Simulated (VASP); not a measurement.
# Ti (P6/mmm) in VASP: notebook, part 2 of 2

VASP 6.6.1. The steps go on from the part before.

### Step 4. Single point, PBE+D3(BJ)

This run uses another cell than the first one, of 17.02 Å³/atom, 1.048 times its volume.

INCAR

```
PREC     = Accurate       # precision mode
ENCUT    = 520            # plane-wave cutoff, eV
EDIFF    = 1E-6           # SCF threshold, eV
ISMEAR   = 0              # smearing method
SIGMA    = 0.1            # smearing width, eV
LREAL    = False          # projectors in reciprocal space
LASPH    = True           # aspherical terms in the spheres
NELM     = 100            # most SCF steps
ALGO     = Normal         # electronic algorithm
ISIF     = 2              # what is computed and relaxed
LWAVE    = False          # write WAVECAR
LCHARG   = False          # write CHGCAR
GGA      = PE             # functional
IVDW     = 12             # dispersion correction
NBANDS   = 25             # bands
```

KPOINTS

```
Automatic mesh
0
Gamma
  6 6 6
```

POSCAR

```
Ti
1.0
    4.5673748306      0.0000000000      0.0000000000
   -2.2836874153      3.9554626319      0.0000000000
    0.0000000000      0.0000000000      2.8262442700
Ti
3
Direct
    0.0000000000      0.0000000000      0.0000000000
    0.3333333300      0.6666666700      0.5000000000
    0.6666666700      0.3333333300      0.5000000000
```

Potentials or basis: VASP PAW PBE potentials, release 64 (Ti_sv).

Command:

```console
$ cat potpaw_PBE.64/Ti_sv/POTCAR > POTCAR
$ mpirun -np 1 vasp_std > vasp.out
```

OUTCAR:

```text
PREC = Accurate
   ENCUT = 520
   EDIFF = 1E-6
   ISMEAR = 0
   LREAL = False
   LASPH = True
   NELM = 100
   ISIF = 2
   GGA = PE
   IVDW = 12
 IVDW          = 12

 ion  position               nearest neighbor table
   1  0.000  0.000  0.000-
   2  0.333  0.667  0.500-   3 2.64   3 2.64   3 2.64
   3  0.667  0.333  0.500-   2 2.64   2 2.64   2 2.64

  LATTYP: Found a hexagonal cell.
 ALAT       =     4.5673748306
 C/A-ratio  =     0.6187896494

  Lattice vectors:

 A1 = (   4.5673748306,   0.0000000000,   0.0000000000)
 A2 = (  -2.2836874153,   3.9554626319,   0.0000000000)
 A3 = (   0.0000000000,   0.0000000000,   2.8262442700)

Analysis of symmetry for initial positions (statically):
=====================================================================
 Subroutine PRICEL returns:
 Original cell was already a primitive cell.

 Routine SETGRP: Setting up the symmetry group for a
 hexagonal supercell.

 Subroutine GETGRP returns: Found 24 space group operations
 (whereof 24 operations were pure point group operations)
 out of a pool of 24 trial point group operations.

The static configuration has the point symmetry D_6h.

Analysis of symmetry for dynamics (positions and initial velocities):
[... 161 lines left out ...]

 E-fermi :   8.4097     XC(G=0): -11.5953

 val. band max:        8.4050032241   @ k =   0.0000   0.0000   0.0000
 cond. band min:       8.4642885737   @ k =   0.3333   0.3333   0.3333
 fundamental gap:      0.0592853496
 Fermi energy:         8.4096727700

 k-point     1 :       0.0000    0.0000    0.0000
  band No.  band energies     occupation
      1     -48.4590      2.00000
      2     -48.1946      2.00000
      3     -48.0277      2.00000
      4     -24.7719      2.00000
      5     -24.7719      2.00000
      6     -24.6607      2.00000
[... 661 lines left out ...]
     24      11.5294      0.00000
     25      11.5310      0.00000

 [... further k-points ...]

------------------------ aborting loop because EDIFF is reached ----------------------------------------

 Edisp (eV)   -1.84233

 E8    (eV) :    -0.8740

  FORCE on cell =-STRESS in cart. coord.  units (eV):
  Direction    XX          YY          ZZ          XY          YZ          ZX
  --------------------------------------------------------------------------------------
  -------------------------------------------------------------------------------------
  Total      -1.67938    -1.67938    -1.70499     0.00000    -0.00000     0.00000
  in kB     -52.69693   -52.69693   -53.50076     0.00000    -0.00000     0.00000
  external pressure =      -52.96 kB  Pullay stress =        0.00 kB

 VOLUME and BASIS-vectors are now :
 -----------------------------------------------------------------------------
  energy-cutoff  :      520.00
  volume of cell :       51.06
      direct lattice vectors                 reciprocal lattice vectors
     4.567374831  0.000000000  0.000000000     0.218944150  0.126407464  0.000000000
    -2.283687415  3.955462632  0.000000000     0.000000000  0.252814928  0.000000000
     0.000000000  0.000000000  2.826244270     0.000000000  0.000000000  0.353826458

 POSITION                                       TOTAL-FORCE (eV/Angst)
 -----------------------------------------------------------------------------------
      0.00000      0.00000      0.00000        -0.000000      0.000000      0.000000
     -0.00000      2.63698      1.41312         0.000000     -0.000000      0.000000
      2.28369      1.31849      1.41312        -0.000000      0.000000      0.000000
 -----------------------------------------------------------------------------------
    total drift:                               -0.000000      0.000000      0.000000

  FREE ENERGIE OF THE ION-ELECTRON SYSTEM (eV)
  ---------------------------------------------------
  free  energy   TOTEN  =       -25.3728014188 eV

  energy  without entropy=      -25.3583283081  energy(sigma->0) =      -25.36556486
```

Wall time 27 s (1 thread of AMD EPYC 9R45 (Zen 5), shared host); peak memory 0.16 GiB.

What came out:

| Quantity | Value |
| --- | --- |
| Free energy | -25.3728 eV |
| Pressure | -5.3 GPa |
| Band gap on the k mesh | zero (band 18 reaches 8.54 eV, above the bottom of band 19 at 8.31 eV) |
| Dispersion energy per atom | -0.614 eV |

Stress tensor (GPa, compression positive):
```
-5.27  0.00  0.00
 0.00 -5.27  0.00
 0.00  0.00 -5.35
```

Caveat: the k points lie up to 0.37 Å⁻¹ apart; pairwise dispersion overbinds metals, which lowers pressure and volume.

### Step 5. Summary

```tsv
task	cell	k mesh	cutoff (eV)	gap on the mesh (eV)	pressure (GPa)
single point	a = 4.495, b = 4.495, c = 2.786 Å, angles 90.0, 90.0, 120.0°, 3 atoms	12 × 12 × 14	520	none	-0.3
relaxation of cell and atoms	relaxed from a = 4.567, b = 4.567, c = 2.826 Å, angles 90.0, 90.0, 120.0°, 3 atoms	12 × 12 × 14	600	none	0.0
single point	a = 4.567, b = 4.567, c = 2.826 Å, angles 90.0, 90.0, 120.0°, 3 atoms	6 × 6 × 6	520	none	-5.3
```

Alike in all rows: level PBE+D3(BJ); potentials or basis VASP PAW PBE potentials, release 64 (Ti_sv); no spin polarisation; smearing gaussian 0.1 eV.

Caveats: some runs use coarse meshes; pairwise dispersion overbinds metals, which lowers pressure and volume.

Total energies depend on the potentials used, so only differences within one code and one set of settings carry meaning.
